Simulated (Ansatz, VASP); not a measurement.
Two plane-wave programs on SnTe

```xyz
2
Lattice="0.0000 3.2049 3.2049 3.2049 0.0000 3.2049 3.2049 3.2049 0.0000" Properties=species:S:1:pos:R:3 pbc="T T T"
Sn    0.0000    0.0000    0.0000
Te    3.2049    3.2049    3.2049
```

Alike in both runs: functional PBE; k mesh 16 × 16 × 16; occupations gaussian, width 0.1 eV; no spin polarisation.

Ansatz relaxed the structure, and its values are those at the end. VASP's run is a single point on that final structure, the one shown.

|  | VASP | Ansatz |
| --- | --- | --- |
| version | VASP 6.6.1 | Ansatz 0.2.0 |
| potentials or method | VASP PAW PBE potentials, release 64 (Sn_d, Te), cutoff 520 eV | scalar-relativistic, plane waves, PAW |
| valence electrons in the cell | 20 | 30 |

```csv
,VASP,Ansatz,Ansatz less VASP
gap on the k mesh at the Fermi level (eV),0.05,0.05,0.000
least direct gap on the mesh (eV),0.05,0.05,0.000
pressure (GPa),-0.1,0.0,+0.06
```

VASP's potentials hold 20 valence electrons a cell and Ansatz's 30, so a difference there can come from the potentials and not from the codes.

Spin-orbit coupling is off throughout.
